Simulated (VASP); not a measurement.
Set up this calculation in VASP 6.6.1, as the native input.

| Quantity | Value |
| --- | --- |
| Task | single point |
| Functional | LDA |
| Potentials or basis | VASP PAW LDA potentials, release 64 (Te) |
| Cutoff | 520 eV |
| k mesh | 8 × 8 × 5 |
| Occupations | fermi-dirac, width 0.05 eV |
| Spin | no spin polarisation |
| Dipole correction | no |
| Further INCAR settings | ALGO = Normal; EDIFF = 1e-07; NBANDS = 16 |

The structure of Te lies in POSCAR:

```
Te
1.0
    4.1173948070      0.0000000000      0.0000000000
   -2.0586974035      3.5657685003      0.0000000000
    0.0000000000      0.0000000000      5.6578102028
Te
3
Direct
    0.2855404174      1.0000000000      0.3333333333
    1.0000000000      0.2855404174      0.6666666667
    0.7144595826      0.7144595826      1.0000000000
```

These files were run (other wordings do the same):

INCAR

```
PREC = Accurate
ENCUT = 520
EDIFF = 1E-7
ISMEAR = -1
SIGMA = 0.05
LREAL = F
LASPH = T
NELM = 60
ALGO = Normal
ISIF = 2
LWAVE = F
LCHARG = T
LELF = T
LVHAR = T
NBANDS = 16
```

KPOINTS

```
regular mesh
0
Gamma
  8 8 5
```

Potentials or basis: VASP PAW LDA potentials, release 64 (Te).

The run is started by

```sh
$ cat potpaw_LDA.64/Te/POTCAR > POTCAR
$ mpirun -np 1 vasp_std > vasp.out
```

It gave:

```json
{
  "Pressure": "10.1 GPa",
  "Largest force": "0.584 eV/Å",
  "Band gap on the k mesh": "0.35 eV (least direct gap 0.69 eV)"
}
```

Caveat: the cell stands under pressure; spin-orbit coupling is left out, which moves the levels of the heavy elements; an odd mesh through Γ misses points on the zone boundary, where band edges can lie.

Wall time 75 s on 1 thread of Intel Xeon 8259CL (shared host), peak memory 0.18 GiB.
